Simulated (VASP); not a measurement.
A run of VASP 6.6.1 is set up as follows.

INCAR

```
ALGO     = Fast           # electronic algorithm
EDIFF    = 1E-7           # SCF threshold, eV
ENCUT    = 520            # plane-wave cutoff, eV
GGA      = PS             # functional
ISIF     = 2              # what is computed and relaxed
ISMEAR   = 0              # smearing method
LASPH    = True           # aspherical terms in the spheres
LCHARG   = False          # write CHGCAR
LREAL    = False          # projectors in reciprocal space
LWAVE    = False          # write WAVECAR
NBANDS   = 63             # bands
NELM     = 60             # most SCF steps
PREC     = Accurate       # precision mode
SIGMA    = 0.1            # smearing width, eV
```

KPOINTS

```
k-points
0
Gamma
  8 8 6
```

The input POSCAR:

```
AlRu
1.0
    2.9787324057     -2.9777777994     -2.9710733217
    2.9787324057     -2.9777777994      2.9710733217
   -2.9799162992     -5.9567394922      0.0000000000
Al Ru
6 6
Direct
    0.6666666667      0.6666666667      0.3333333333
    0.5000000000      0.5000000000      0.0000000000
    0.3333333333      0.3333333333      0.6666666667
    0.1666666667      0.1666666667      0.3333333333
    0.0000000000      0.0000000000      0.0000000000
    0.8333333333      0.8333333333      0.6666666667
    0.1666666667      0.6666666667      0.3333333333
    0.0000000000      0.5000000000      0.0000000000
    0.8333333333      0.3333333333      0.6666666667
    0.6666666667      0.1666666667      0.3333333333
    0.5000000000      0.0000000000      1.0000000000
    0.3333333333      0.8333333333      0.6666666667
```

Potentials or basis: VASP PAW PBE potentials, release 64 (Al, Ru_pv).

Launch:

```sh
$ cat potpaw_PBE.64/Al/POTCAR potpaw_PBE.64/Ru_pv/POTCAR > POTCAR
$ mpirun -np 1 vasp_std > vasp.out
```

Predict the pressure.

0.1 GPa.

Predict the band gap on the k mesh.

zero (bands 51 and 52 overlap by 1.29 eV).

Stress tensor (GPa, compression positive):
```
0.02 0.01 0.00
0.01 0.04 0.00
0.00 0.00 0.16
```

Caveat: the PAW data sets were made with another functional, which shifts forces and pressure a little.
